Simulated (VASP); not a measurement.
Wanted: the native input for a VASP 6.6.1 run.

* Task: single point
* Functional: PBEsol
* Potentials or basis: VASP PAW PBE potentials, release 64 (Ga_d, P)
* Cutoff: 520 eV
* k mesh: 6 × 6 × 6
* Occupations: gaussian, width 0.1 eV
* Spin: no spin polarisation
* Dipole correction: no
* Further INCAR settings: ALGO = Normal; EDIFF = 1e-06; NBANDS = 16

The structure of GaP lies in POSCAR:

```
GaP
1.0
    0.0000000000      2.7258124945      2.7258124945
    2.7258124945      0.0000000000      2.7258124945
    2.7258124945      2.7258124945      0.0000000000
Ga P
1 1
Direct
    0.0000000000      0.0000000000      0.0000000000
    0.2500000000      0.2500000000      0.2500000000
```

One way to write it, as run:

INCAR

```
SYSTEM = GaP
ALGO = Normal
EDIFF = 1E-6
ENCUT = 520
GGA = PS
ISIF = 2
ISMEAR = 0
LASPH = .True.
LCHARG = .True.
LELF = .True.
LREAL = .False.
LVHAR = .True.
LWAVE = .False.
NBANDS = 16
NELM = 60
PREC = Accurate
SIGMA = 0.1
```

KPOINTS

```
k-points
0
Gamma
  6 6 6
  0 0 0
```

Potentials or basis: VASP PAW PBE potentials, release 64 (Ga_d, P).

Command:

```bash
$ cat potpaw_PBE.64/Ga_d/POTCAR potpaw_PBE.64/P/POTCAR > POTCAR
$ mpirun -np 1 vasp_std > vasp.out
```

It gave:

```
Pressure               : -0.7 GPa
Band gap on the k mesh : 1.51 eV, indirect (least direct gap 1.74 eV)
```

Caveat: the PAW data sets were made with another functional, which shifts forces and pressure a little.

Wall time 11 s on 1 thread of Intel(R) Xeon(R) Platinum 8488C (Sapphire Rapids), with other jobs on the host, peak memory 0.16 GiB.
